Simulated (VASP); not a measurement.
Te, 3 atoms in the cell. It takes space group P3_121 (No. 152, trigonal). The conventional cell has a = 4.454 Å, b = 4.454 Å, c = 5.924 Å, α = 90.00°, β = 90.00°, γ = 120.00°. Within 3.8 Å of Te (site symmetry 2) lie 6 Te at 2.86 to 3.47 Å. 

```yaml
Program: VASP 6.6.1
Task: single point
Functional: PBE
Potentials_or_basis: VASP PAW PBE potentials, release 64 (Te)
Cutoff: 500 eV
k_mesh: 7 × 7 × 5
Occupations: gaussian, width 0.022 eV
Spin: no spin polarisation
Dipole_correction: no
Further_INCAR_settings: ALGO = Normal; EDIFF = 1e-06; NBANDS = 16
```

Potentials or basis: VASP PAW PBE potentials, release 64 (Te).

Launch:

```sh
$ cat potpaw_PBE.64/Te/POTCAR > POTCAR
$ mpirun -np 1 vasp_std > vasp.out
```

Hardware: 1 thread of Intel(R) Xeon(R) Platinum 8259CL CPU @ 2.50GHz (Skylake/Cascade Lake) (shared host).

Problem. Estimate the wall time of this run.

Solution. Wall time 30 s on 1 thread of Intel(R) Xeon(R) Platinum 8259CL CPU @ 2.50GHz (Skylake/Cascade Lake) (shared host), peak memory 0.22 GiB. Counts: scf iterations 12, k points 32.
